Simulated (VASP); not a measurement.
Wanted: the native input for a VASP 6.6.1 run.

```
Task                   : single point
Functional             : PBE
Potentials or basis    : VASP PAW PBE potentials, release 64 (Hf_pv, C)
Cutoff                 : 600 eV
k mesh                 : 6 × 6 × 2
Occupations            : gaussian, width 0.1 eV
Spin                   : no spin polarisation
Dipole correction      : no
Further INCAR settings : ALGO = Normal; EDIFF = 1e-06; NBANDS = 30
```

The structure of Hf4C lies in POSCAR:

```
Hf4C
1.0
    3.2524166227      0.0000000000      0.0000000000
   -1.6262083114      2.8166754189      0.0000000000
    0.0000000000      0.0000000000     10.4017935320
Hf C
4 1
Direct
    0.6666666667      0.3333333333      0.8762282746
    0.3333333333      0.6666666667      0.1237717254
    0.6666666667      0.3333333333      0.3818388691
    0.3333333333      0.6666666667      0.6181611309
    0.0000000000      0.0000000000      0.0000000000
```

The input as run:

INCAR

```
PREC     = Accurate       # precision mode
ENCUT    = 600            # plane-wave cutoff, eV
EDIFF    = 1E-6           # SCF threshold, eV
ISMEAR   = 0              # smearing method
SIGMA    = 0.1            # smearing width, eV
LREAL    = False          # projectors in reciprocal space
LASPH    = True           # aspherical terms in the spheres
NELM     = 120            # most SCF steps
ALGO     = Normal         # electronic algorithm
ISIF     = 2              # what is computed and relaxed
LWAVE    = False          # write WAVECAR
LCHARG   = True           # write CHGCAR
GGA      = PE             # functional
LELF     = True           # ELF
LVHAR    = True         
NBANDS   = 30             # bands
GGA_COMPAT= False
```

KPOINTS

```
regular mesh
0
Gamma
  6 6 2
```

Potentials or basis: VASP PAW PBE potentials, release 64 (Hf_pv, C).

Command:

```sh
$ cat potpaw_PBE.64/Hf_pv/POTCAR potpaw_PBE.64/C/POTCAR > POTCAR
$ mpirun -np 1 vasp_std > vasp.out
```

It gave:

```yaml
Pressure: -1.0 GPa
Largest_force: 0.034 eV/Å
Band_gap_on_the_k_mesh: zero (band 22 reaches 6.10 eV, above the bottom of band 23 at 4.41 eV)
```

Caveat: the k points lie up to 0.37 Å⁻¹ apart; spin-orbit coupling is left out, which moves the levels of the heavy elements.

Run time: 26 s on 1 thread of Intel(R) Xeon(R) 6975P-C (Granite Rapids) (shared host), peak memory 0.25 GiB.
